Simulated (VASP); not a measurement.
FeO: relaxation of cell and atoms with PBE

The system is FeO.

```
Fe O
1.0
     0.00000    1.89200    1.89200
     1.89200    0.00000    1.89200
     1.89200    1.89200    0.00000
Fe O
1 1
Direct
  0.00000 0.00000 0.00000
  0.50000 0.50000 0.50000
```

- Program: VASP 6.6.1
- Task: relaxation of cell and atoms
- Functional: PBE
- Potentials or basis: VASP PAW PBE potentials, release 64 (Fe, O)
- Cutoff: 600 eV
- k mesh: 15 × 15 × 15
- Occupations: fermi-dirac, width 0.1 eV
- Spin: collinear spin, ferromagnetic start
- Starting moments: [2.4, 0.0] μB
- Dipole correction: no
- Further INCAR settings: ALGO = Normal; EDIFF = 1e-06; IBRION = 2; EDIFFG = -0.01; NSW = 80; ISIF = 3

* Relaxed volume: 9.98 Å³/atom
* Relaxed cell: a = 3.045 Å, b = 3.045 Å, c = 3.045 Å, α = 60.00°, β = 60.00°, γ = 60.00°
* Space group after relaxing (to 0.1 Å): Fm-3m (No. 225)
* Energy gained by relaxing: 975.2 meV/atom
* Ionic steps: 18
* Pressure after relaxing: 0.0 GPa
* Band gap on the k mesh: zero (filled and empty bands overlap)
* Net moment: 4.00 μB per cell
* Site moments: Fe +3.61; O +0.30 μB
* Valence electrons inside the program's atomic spheres: Fe 6.74; O 5.00

Step by step:
```
step  energy change (eV)  largest force (eV/Å)  pressure (GPa)  volume (Å³)
   1              0.0000                0.0000          114.48        13.55
   2             -1.3303                0.0000          -30.26        25.42
   3             -1.9477                0.0000           -2.93        20.26
   4             -1.9505                0.0000           -0.28        19.98
   5             -1.9501                0.0000            1.22        19.84
   6             -1.9501                0.0000            1.13        19.84
   7             -1.9501                0.0000            0.99        19.85
   8             -1.9501                0.0000            1.04        19.85
   9             -1.9501                0.0000            1.06        19.85
  10             -1.9502                0.0000            1.06        19.85
  11             -1.9502                0.0000            1.06        19.85
  12             -1.9502                0.0000            1.00        19.86
  13             -1.9502                0.0000            0.93        19.86
  14             -1.9503                0.0000            0.80        19.87
  15             -1.9503                0.0000            0.61        19.89
  16             -1.9505                0.0000            0.31        19.93
  17             -1.9504                0.0000           -0.43        20.00
  18             -1.9505                0.0000            0.02        19.96
```

Final structure:
```
Fe O
1.0
     0.00000    2.15287    2.15287
     2.15287    0.00000    2.15287
     2.15287    2.15287    0.00000
Fe O
1 1
Direct
  0.00000 0.00000 0.00000
  0.50000 0.50000 0.50000
```

Levels at points of the mesh, in eV from the Fermi level:
Spin up:
```tsv
k point	band 6	band 7	band 8	band 9	band 10	band 11	band 12
(0.00, 0.00, 0.00)	-3.80	-3.80	-3.65	-3.65	0.12	15.49	17.08
```
Spin down:
| k point | band 1 | band 2 | band 3 | band 4 | band 5 | band 6 | band 7 | band 8 | band 9 | band 10 |
| --- | --- | --- | --- | --- | --- | --- | --- | --- | --- | --- |
| (0.00, 0.00, 0.00) | -20.20 | -3.24 | -3.24 | -3.24 | -0.72 | -0.72 | -0.72 | 0.21 | 0.21 | 0.93 |

It took 3.1 min on 1 thread of AMD EPYC 9R45 96-Core Processor (Zen 5) (shared host), peak memory 0.16 GiB.

Caveat: the volume moved by over 15 % at a fixed basis, so the end points are rough; a cell with one magnetic atom can't hold antiferromagnetic order, which such compounds often take; semilocal functionals often make such compounds metallic where correlation or magnetic order opens a gap, which also shifts bond lengths. With open d or f shells a metallic result of PBE can be an artefact of self-interaction; +U or a hybrid may open a gap.
